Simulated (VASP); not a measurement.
Input of a VASP 6.6.1 run:

Contents of INCAR:

```
  ALGO = Fast
  EDIFF = 1E-6
  ENCUT = 520
  GGA = PE
  ISIF = 2
  ISMEAR = 0
  LASPH = T
  LCHARG = F
  LREAL = F
  LWAVE = F
  NBANDS = 22
  NELM = 80
  PREC = Accurate
  SIGMA = 0.1
```

The input KPOINTS:

```
k-points
0
Gamma
  6 6 2
```

Contents of POSCAR:

```
ScAl5
1.0
    2.9564078977      0.0000000000      0.0000000000
   -1.4782039488      2.5603243433      0.0000000000
    0.0000000000      0.0000000000     14.1246835425
Sc Al
1 5
Direct
    0.0000000000      0.0000000000      0.0000000000
    0.3333333333      0.6666666667      0.1742301058
    0.6666666667      0.3333333333      0.3361518915
    0.0000000000      0.0000000000      0.5000000000
    0.3333333333      0.6666666667      0.6638481085
    0.6666666667      0.3333333333      0.8257698942
```

Potentials or basis: VASP PAW PBE potentials, release 64 (Sc_sv, Al).

Launch:

```bash
$ cat potpaw_PBE.64/Sc_sv/POTCAR potpaw_PBE.64/Al/POTCAR > POTCAR
$ mpirun -np 1 vasp_std > vasp.out
```

Q: What does it give for the pressure?

A: 0.2 GPa.

Q: What does it give for the band gap on the k mesh?

A: Zero (bands 13 and 14 overlap by 2.87 eV).

Q: What does it give for the largest force?

A: 0.023 eV/Å.

Forces in eV/Å, atoms in the order of the input:
```
Sc   0.000  0.000  0.000
Al   0.000  0.000  0.023
Al   0.000  0.000  0.002
Al   0.000  0.000  0.000
Al   0.000  0.000 -0.002
Al   0.000  0.000 -0.023
```

Caveat: the k points lie up to 0.41 Å⁻¹ apart, too coarse for converged energies and pressures of a metal.
